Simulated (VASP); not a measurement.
# GaAs (F-43m) in VASP: further runs, part 2 of 2

VASP 6.6.1.

## Step 4: Relaxation of cell and atoms, PBEsol, target pressure -3 GPa, at which the enthalpy is minimised

Contents of INCAR:

```
SYSTEM = GaAs
ALGO = Normal
EDIFF = 1E-6
EDIFFG = -0.001
ENCUT = 600
GGA = PS
IBRION = 2
ISIF = 3
ISMEAR = 0
LASPH = .TRUE.
LCHARG = .FALSE.
LREAL = .FALSE.
LWAVE = .FALSE.
NELM = 100
NSW = 80
PREC = Accurate
PSTRESS = -30.0
SIGMA = 0.01
```

Contents of KPOINTS:

```
k-points
0
G
  10 10 10
  0 0 0
```

Contents of POSCAR:

```
GaAs
1.0
    0.0000000000      2.8757276588      2.8757276588
    2.8757276588      0.0000000000      2.8757276588
    2.8757276588      2.8757276588      0.0000000000
Ga As
1 1
Direct
    0.0000000000      0.0000000000      0.0000000000
    0.7500000000      0.7500000000      0.7500000000
```

Potentials or basis: VASP PAW PBE potentials, release 64 (Ga_d, As).

Started as:

```bash
$ cat potpaw_PBE.64/Ga_d/POTCAR potpaw_PBE.64/As/POTCAR > POTCAR
$ mpirun -np 1 vasp_std > vasp.out
```

OUTCAR:

```text
SYSTEM = GaAs
   EDIFF = 1E-6
   EDIFFG = -0.001
   ENCUT = 600
   GGA = PS
   IBRION = 2
   ISIF = 3
   ISMEAR = 0
   LASPH = .TRUE.
   LREAL = .FALSE.
   NELM = 100
   NSW = 80
   PREC = Accurate
   PSTRESS = -30.0

 ion  position               nearest neighbor table
   1  0.000  0.000  0.000-   2 2.49   2 2.49   2 2.49   2 2.49
   2  0.750  0.750  0.750-   1 2.49   1 2.49   1 2.49   1 2.49

  LATTYP: Found a face centered cubic cell.
 ALAT       =     5.7514553176

  Lattice vectors:

 A1 = (   0.0000000000,   2.8757276588,   2.8757276588)
 A2 = (   2.8757276588,   0.0000000000,   2.8757276588)
 A3 = (   2.8757276588,   2.8757276588,   0.0000000000)

Analysis of symmetry for initial positions (statically):
=====================================================================
 Subroutine PRICEL returns:
 Original cell was already a primitive cell.

 Routine SETGRP: Setting up the symmetry group for a
 face centered cubic supercell.

 Subroutine GETGRP returns: Found 24 space group operations
 (whereof 24 operations were pure point group operations)
 out of a pool of 48 trial point group operations.

The static configuration has the point symmetry T_d .

Analysis of symmetry for dynamics (positions and initial velocities):
=====================================================================
 Subroutine PRICEL returns:
 Original cell was already a primitive cell.

 Routine SETGRP: Setting up the symmetry group for a
 face centered cubic supercell.

 Subroutine GETGRP returns: Found 24 space group operations
 (whereof 24 operations were pure point group operations)
 out of a pool of 48 trial point group operations.

The dynamic configuration has the point symmetry T_d .

 Subroutine INISYM returns: Found 24 space group operations
 (whereof 24 operations are pure point group operations),
 and found     1 'primitive' translations

----------------------------------------------------------------------------------------

                                     Primitive cell

  volume of cell :      47.5634

  direct lattice vectors                    reciprocal lattice vectors
     0.000000000  2.875727659  2.875727659    -0.173869037  0.173869037  0.173869037
     2.875727659  0.000000000  2.875727659     0.173869037 -0.173869037  0.173869037
     2.875727659  2.875727659  0.000000000     0.173869037  0.173869037 -0.173869037

  length of vectors
     4.066893057  4.066893057  4.066893057     0.301150007  0.301150007  0.301150007

  position of ions in fractional coordinates (direct lattice)
     0.000000000  0.000000000  0.000000000
     0.750000000  0.750000000  0.750000000

  ion indices of the primitive-cell ions
   primitive index   ion index
                 1           1
                 2           2

----------------------------------------------------------------------------------------

 KPOINTS: k-points

Automatic generation of k-mesh.
 Grid dimensions read from file:
 generate k-points for:   10   10   10

 Generating k-lattice:

  Cartesian coordinates                     Fractional coordinates (reciprocal lattice)
    -0.017386904  0.017386904  0.017386904     0.100000000  0.000000000  0.000000000
     0.017386904 -0.017386904  0.017386904     0.000000000  0.100000000  0.000000000
     0.017386904  0.017386904 -0.017386904     0.000000000  0.000000000  0.100000000

[... 49 lines left out ...]
   ICHARG =      2    charge: 1-file 2-atom 10-const
   ISPIN  =      1    spin polarized calculation?
   LNONCOLLINEAR =      F non collinear calculations
   LSORBIT =      F    spin-orbit coupling
   LASPH  =      T    aspherical Exc in radial PAW
   ENCUT  =  600.0 eV  44.10 Ry    6.64 a.u.   8.12  8.12  8.12*2*pi/ulx,y,z
   NELM   =    100;   NELMIN=  2; NELMDL= -5     # of ELM steps
   EDIFF  = 0.1E-05   stopping-criterion for ELM
   LREAL  =      F    real-space projection
   EDIFFG = -.1E-02   stopping-criterion for IOM
   NSW    =     80    number of steps for IOM
   IBRION =      2    ionic relax: 0-MD 1-quasi-New 2-CG
   NFREE  =      1    steps in history (QN), initial steepest desc. (CG)
   ISIF   =      3    stress and relaxation
   ISYM   =      2    0-nonsym 1-usesym 2-fastsym
   POTIM  = 0.5000    time-step for ionic-motion
   TEBEG  =    0.0;   TEEND  =   0.0 temperature during run
   PSTRESS=  -30.0 pullay stress
   NELECT =      18.0000    total number of electrons
   NUPDOWN=      -1.0000    fix difference up-down
   EMIN   =  10.00;   EMAX   =-10.00  energy-range for DOS
   EFERMI =   0.00;   METHOD = LEGACY
   ISMEAR =     0;   SIGMA  =   0.01  broadening in eV -4-tet -1-fermi 0-gaus
   EFERMI_NEDOS =   21; number of points for ismear=-14 and -15
   IALGO  =     38    algorithm
   IMIX   =      4    mixing-type and parameters
     AMIX     =   0.40;   BMIX     =  1.00
     AMIX_MAG =   1.60;   BMIX_MAG =  1.00
  volume/ion in A,a.u.               =      23.78       160.49
  Fermi-wavevector in a.u.,A,eV,Ry     =   1.184153  2.237725 19.078347  1.402219
  Thomas-Fermi vector in A             =   2.320373
   LORBIT       =      0    0 simple, 1 ext, 2 COOP (PROOUT), +10 PAW based schemes
   GGA     = PS    functional components
   LHFCALC =     F    Hartree Fock is set to
   AEXX    =    0.0000 exact exchange contribution
   IVDW    =     0    specifies the selected vdW correction
   LEPSILON=     F    determine dielectric tensor
   LRPA    =     F    only Hartree local field effects (RPA)
 conjugate gradient relaxation of ions
 non-spin polarized calculation
 Gauss-broadening in eV      SIGMA  =   0.01
  energy-cutoff  :      600.00
  volume of cell :       47.56
 maximum number of plane-waves:      1604
   NGX = 17   NGY = 17   NGZ = 17

--------------------------------------- Ionic step        1  -------------------------------------------

 number of electron      17.9999994 magnetization

 Free energy of the ion-electron system (eV)
  ---------------------------------------------------
  ext. energy  EPLUGINS =         0.00000000
  ---------------------------------------------------
  free energy    TOTEN  =        -9.07134974 eV

  energy without entropy =       -9.07134974  energy(sigma->0) =       -9.07134974

------------------------ aborting loop because EDIFF is reached ----------------------------------------

  FORCE on cell =-STRESS in cart. coord.  units (eV):
  Direction    XX          YY          ZZ          XY          YZ          ZX
  --------------------------------------------------------------------------------------
  -------------------------------------------------------------------------------------
  Total       -0.8640913     -0.8640913     -0.8640913      0.0000000      0.0000000     -0.0000000
  in kB      -29.1069659    -29.1069659    -29.1069659      0.0000000      0.0000000     -0.0000000
  external PRESSURE =       0.8930341 kB  Pullay stress =     -30.0000000 kB
[... 291 lines left out ...]
--------------------------------------- Ionic step        9  -------------------------------------------

 number of electron      17.9999993 magnetization

 Free energy of the ion-electron system (eV)
  ---------------------------------------------------
  ext. energy  EPLUGINS =         0.00000000
  ---------------------------------------------------
  free energy    TOTEN  =        -9.06967549 eV

  energy without entropy =       -9.06967549  energy(sigma->0) =       -9.06967549

 E-fermi :   3.3519     XC(G=0):  -9.5362

 val. band max:        3.3183661035   @ k =   0.0000   0.0000   0.0000
 cond. band min:       3.3838164653   @ k =   0.0000   0.0000   0.0000
 fundamental gap:      0.0654503618
 Fermi energy:         3.3518931694

 k-point     1 :       0.0000    0.0000    0.0000
  band No.  band energies     occupation
      1     -11.3678      2.00000
      2     -11.3678      2.00000
      3     -11.3678      2.00000
      4     -11.3001      2.00000
      5     -11.3001      2.00000
      6      -9.0627      2.00000
      7       3.3184      2.00000
      8       3.3184      2.00000
      9       3.3184      2.00000
     10       3.3838      0.00001
     11       6.9935      0.00000
     12       6.9935      0.00000
     13       6.9935      0.00000
[... 354 lines left out ...]
  band No.  band energies     occupation
      1     -11.4442      2.00000
      2     -11.3375      2.00000
      3     -11.3363      2.00000
      4     -11.3145      2.00000
      5     -11.2920      2.00000
      6      -7.4589      2.00000
      7      -2.2362      2.00000
      8       0.8863      2.00000
      9       1.2091      2.00000
     10       5.1172      0.00000
     11       6.0607      0.00000
     12      10.3142      0.00000
     13      10.9716      0.00000

 [... further k-points ...]

------------------------ aborting loop because EDIFF is reached ----------------------------------------

  FORCE on cell =-STRESS in cart. coord.  units (eV):
  Direction    XX          YY          ZZ          XY          YZ          ZX
  --------------------------------------------------------------------------------------
  -------------------------------------------------------------------------------------
  Total       -0.8918886     -0.8918886     -0.8918886     -0.0000000      0.0000000     -0.0000000
  in kB      -29.9859591    -29.9859591    -29.9859591     -0.0000000      0.0000000     -0.0000000
  external PRESSURE =       0.0140409 kB  Pullay stress =     -30.0000000 kB
[... 21 lines left out ...]
  energy  without entropy=       -9.0696754905  energy(sigma->0) =       -9.06967549

  enthalpy is  TOTEN    =        -9.9619817373 eV   P V=       -0.8923062465

 reached required accuracy - stopping structural energy minimisation
```

CONTCAR:

```text
GaAs
   1.00000000000000
     0.0000000000000000    2.8775602244246832    2.8775602244246832
     2.8775602244246832   -0.0000000000000000    2.8775602244246832
     2.8775602244246832    2.8775602244246832    0.0000000000000000
  Ga              As
     1     1
Direct
     0.0000000000000000    0.0000000000000000    0.0000000000000000
     0.7500000000000000    0.7500000000000000    0.7500000000000000

  0.00000000E+00  0.00000000E+00  0.00000000E+00
  0.00000000E+00  0.00000000E+00  0.00000000E+00
```

Wall time 2.4 min (1 thread of Intel Xeon 8259CL, shared host); peak memory 0.21 GiB.

What came out:

| Property | Result |
| --- | --- |
| Free energy | -9.0697 eV |
| Relaxed volume | 23.83 Å³/atom |
| Relaxed cell | a = 4.069 Å, b = 4.069 Å, c = 4.069 Å, α = 60.00°, β = 60.00°, γ = 60.00° |
| Space group after relaxing (to 0.1 Å) | F-43m (No. 216) |
| Energy change on relaxing (the run minimises the enthalpy) | +0.8 meV/atom |
| Ionic steps | 9 |
| Pressure after relaxing | -3.0 GPa |
| Band gap on the k mesh | 0.07 eV |

Step by step:
```csv
step,energy change (eV),largest force (eV/Å),pressure (GPa),volume (Å³)
1,0.0000,0.0000,-2.91,47.56
2,0.0017,0.0000,-3.01,47.65
3,0.0016,0.0000,-2.96,47.65
4,0.0016,0.0000,-2.98,47.65
5,0.0018,0.0000,-3.05,47.66
6,0.0017,0.0000,-3.03,47.65
7,0.0017,0.0000,-2.99,47.65
8,0.0017,0.0000,-2.99,47.65
9,0.0017,0.0000,-3.00,47.65
```

Final structure:
```
Ga As
1.0
     0.00000    2.87756    2.87756
     2.87756    0.00000    2.87756
     2.87756    2.87756    0.00000
Ga As
1 1
Direct
  0.00000 0.00000 0.00000
  0.75000 0.75000 0.75000
```

Levels at points of the mesh, in eV from the valence-band top:
```tsv
k point	band 5	band 6	band 7	band 8	band 9	band 10	band 11	band 12	band 13
(0.00, 0.00, 0.00)	-14.62	-12.38	0.00	0.00	0.00	0.07	3.68	3.68	3.68
(0.50, 0.00, 0.00)	-14.62	-10.76	-6.40	-1.07	-1.07	0.79	4.56	4.56	7.52
(0.50, 0.50, 0.00)	-14.61	-10.09	-6.61	-2.52	-2.52	1.45	1.60	9.71	9.71
```

Caveat: the cell is relaxed towards a set pressure, so the run minimises the enthalpy, not the energy; the PAW data sets were made with another functional, which shifts forces and pressure a little.

## Step 5: Relaxation of cell and atoms, PBEsol

This run uses another cell than the first one, of 22.64 Å³/atom.

Contents of INCAR:

```
ALGO     = Normal         # electronic algorithm
EDIFF    = 1E-6           # SCF threshold, eV
EDIFFG   = -0.001         # ionic threshold
ENCUT    = 600            # plane-wave cutoff, eV
GGA      = PS             # functional
IBRION   = 2              # ionic algorithm
ISIF     = 3              # what is computed and relaxed
ISMEAR   = 0              # smearing method
LASPH    = True           # aspherical terms in the spheres
LCHARG   = False          # write CHGCAR
LREAL    = False          # projectors in reciprocal space
LWAVE    = False          # write WAVECAR
NELM     = 60             # most SCF steps
NSW      = 80             # ionic steps
PREC     = Accurate       # precision mode
SIGMA    = 0.01           # smearing width, eV
```

Contents of KPOINTS:

```
k-points
0
Gamma
  12 12 12
```

Contents of POSCAR:

```
GaAs
1.0
    0.0000000000      2.8291375226      2.8291375226
    2.8291375226      0.0000000000      2.8291375226
    2.8291375226      2.8291375226      0.0000000000
Ga As
1 1
Direct
    0.0000000000      0.0000000000      0.0000000000
    0.7500000000      0.7500000000      0.7500000000
```

Started as:

```bash
$ cat potpaw_PBE.64/Ga_d/POTCAR potpaw_PBE.64/As/POTCAR > POTCAR
$ mpirun -np 1 vasp_std > vasp.out
```

It took 4.6 min on 1 thread of Intel Xeon 8259CL, shared host; peak memory 0.22 GiB.

Results (log left out):

```yaml
Free_energy: -9.0925 eV
Relaxed_volume: 22.70 Å³/atom
Relaxed_cell: a = 4.004 Å, b = 4.004 Å, c = 4.004 Å, α = 60.00°, β = 60.00°, γ = 60.00°
Space_group_after_relaxing_to_0.1_Å: F-43m (No. 216)
Energy_gained_by_relaxing: 0.0 meV/atom
Ionic_steps: 19
Pressure_after_relaxing: 0.0 GPa
Band_gap_on_the_k_mesh: 0.42 eV
```

Final structure:
```
Ga As
1.0
     0.00000    2.83154    2.83154
     2.83154    0.00000    2.83154
     2.83154    2.83154    0.00000
Ga As
1 1
Direct
  0.00000 0.00000 0.00000
  0.75000 0.75000 0.75000
```

Levels at points of the mesh, in eV from the valence-band top:
```csv
k point,band 5,band 6,band 7,band 8,band 9,band 10,band 11,band 12,band 13
"(0.00, 0.00, 0.00)",-14.69,-12.72,0.00,0.00,0.00,0.42,3.69,3.69,3.69
"(0.50, 0.00, 0.00)",-14.68,-10.95,-6.65,-1.14,-1.14,0.92,4.58,4.58,7.58
"(0.50, 0.50, 0.00)",-14.67,-10.22,-6.83,-2.68,-2.68,1.36,1.58,10.09,10.09
```

Caveat: the PAW data sets were made with another functional, which shifts forces and pressure a little. A k mesh can miss the band edges.

## Step 6: Overview

```tsv
task	cell	k mesh	cutoff (eV)	gap on the mesh (eV)	pressure (GPa)
single point	a = 4.067 Å, angles 60.0°, 2 atoms	10 × 10 × 10	520	0.08	-2.9
single point	a = 4.002 Å, angles 60.0°, 2 atoms	12 × 12 × 12	520	0.43	0.2
relaxation of cell and atoms	relaxed to -3 GPa from a = 4.067 Å, angles 60.0°, 2 atoms	10 × 10 × 10	600	0.07	-3.0
relaxation of cell and atoms	relaxed from a = 4.001 Å, angles 60.0°, 2 atoms	12 × 12 × 12	600	0.42	0.0
```

Alike in all rows: level PBEsol; potentials or basis VASP PAW PBE potentials, release 64 (Ga_d, As); no spin polarisation; smearing gaussian 0.01 eV.

Caveats: the PAW data sets were made with another functional, which shifts forces and pressure a little; the cell is relaxed towards a set pressure, so the run minimises the enthalpy, not the energy (at least some runs).

Absolute energies hang on the potentials; compare differences alone.
